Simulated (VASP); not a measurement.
Here is a VASP 6.6.1 calculation.

Contents of INCAR:

```
SYSTEM = NaCl
PREC = Accurate
ENCUT = 500
EDIFF = 1E-6
ISMEAR = 0
SIGMA = 0.15
LREAL = .False.
LASPH = .True.
NELM = 120
ALGO = Normal
ISIF = 2
LWAVE = .False.
LCHARG = .False.
NBANDS = 14
GGA_COMPAT = .False.
```

File KPOINTS:

```
regular mesh
0
Gamma
  7 7 7
  0 0 0
```

POSCAR

```
NaCl
1.0
    0.0000000000      2.8100000000      2.8100000000
    2.8100000000      0.0000000000      2.8100000000
    2.8100000000      2.8100000000      0.0000000000
Na Cl
1 1
Direct
    0.0000000000      0.0000000000      0.0000000000
    0.5000000000      0.5000000000      0.5000000000
```

Potentials or basis: VASP PAW LDA potentials, release 64 (Na_pv, Cl).

The run is started by

```bash
$ cat potpaw_LDA.64/Na_pv/POTCAR potpaw_LDA.64/Cl/POTCAR > POTCAR
$ mpirun -np 1 vasp_std > vasp.out
```

Question: Estimate the pressure.

Answer: -2.2 GPa.

Question: Predict the band gap on the k mesh.

Answer: 4.74 eV.

As with any semilocal functional, this LDA gap is likely too small.
